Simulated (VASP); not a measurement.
Input of a VASP 6.6.1 run:

The input POSCAR:

```
AlRu
1.0
    2.9827001949      0.0000000000      0.0000000000
    0.0000000000      2.9827001949      0.0000000000
    0.0000000000      0.0000000000      2.9827001949
Al Ru
1 1
Direct
    0.0000000000      0.0000000000      0.0000000000
    0.5000000000      0.5000000000      0.5000000000
```

Contents of INCAR.step1:

```
SYSTEM = AlRu
PREC = Accurate
ENCUT = 600
ISMEAR = -1
SIGMA = 0.15
LREAL = .FALSE.
LASPH = .TRUE.
NELM = 100
GGA = PE
ALGO = Normal
EDIFF = 1E-4
LWAVE = .TRUE.
LCHARG = .FALSE.
```

File INCAR.step2:

```
SYSTEM = AlRu
PREC = Accurate
ENCUT = 600
EDIFF = 1E-7
ISMEAR = -1
SIGMA = 0.15
LREAL = .FALSE.
LASPH = .TRUE.
NELM = 100
ALGO = Normal
ISIF = 3
LWAVE = .FALSE.
LCHARG = .FALSE.
METAGGA = R2SCAN
LMIXTAU = .TRUE.
IBRION = 2
NSW = 80
EDIFFG = -0.001
ISTART = 1
```

KPOINTS

```
regular mesh
0
G
  14 14 14
  0 0 0
```

Potentials or basis: VASP PAW PBE potentials, release 64 (Al, Ru_pv).

Command:

```bash
$ cat potpaw_PBE.64/Al/POTCAR potpaw_PBE.64/Ru_pv/POTCAR > POTCAR
$ cp INCAR.step1 INCAR
$ mpirun -np 1 vasp_std > vasp.out
$ cp INCAR.step2 INCAR
$ mpirun -np 1 vasp_std > vasp.out
```

Task: Estimate the relaxed cell.

Result: a = 2.985 Å, b = 2.985 Å, c = 2.985 Å, α = 90.00°, β = 90.00°, γ = 90.00°.

Task: What does it give for the space group after relaxing (to 0.1 Å)?

Result: Pm-3m (No. 221).

Task: What does it give for the band gap on the k mesh?

Result: Zero (an odd number of electrons rules out a gap without spin polarisation).

Task: Estimate the relaxed volume.

Result: 13.30 Å³/atom.

Step by step:
```
step  energy change (eV)  largest force (eV/Å)  pressure (GPa)  volume (Å³)
   1              0.0000                0.0000            0.51        26.54
   2              0.0002                0.0000           -0.83        26.70
   3             -0.0001                0.0000            0.00        26.60
```

Caveat: the PAW data sets were made with another functional, which shifts forces and pressure a little.
